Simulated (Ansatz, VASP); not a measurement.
## One calculation of Ga3Bi2P, two programs

```xyz
6
Lattice="-2.1812 2.1812 9.3648 2.1812 -2.1812 9.3648 2.1812 2.1812 -9.3648" Properties=species:S:1:pos:R:3 pbc="T T T"
P     0.0000    0.0000    0.0000
Ga    0.0000    2.1812    1.2833
Ga    2.1812    0.0000    4.6824
Ga    0.0000    2.1812    8.0815
Bi    0.0000    0.0000   12.3537
Bi    0.0000    0.0000    6.3760
```

Alike in both runs: task single point; functional PBE; k mesh 8 × 8 × 8; occupations fermi-dirac, width 0.02 eV; no spin polarisation.

```csv
,VASP,Ansatz
version,VASP 6.6.1,Ansatz 0.2.0
potentials or method,"VASP PAW PBE potentials, release 64 (P, Ga_d, Bi_d)","plane waves, PAW"
plane-wave cutoff (eV),520,420
valence electrons in the cell,74,74
```

|  | VASP | Ansatz | Ansatz less VASP |
| --- | --- | --- | --- |
| pressure (GPa) | -1.2 | -1.2 | -0.02 |
| rms of the force components (eV/Å) | 0.007 | 0.007 | 0.0000 |

The functional is the same, so the differences come from potentials, cutoffs and numerics.

Neither program's run includes spin-orbit coupling.
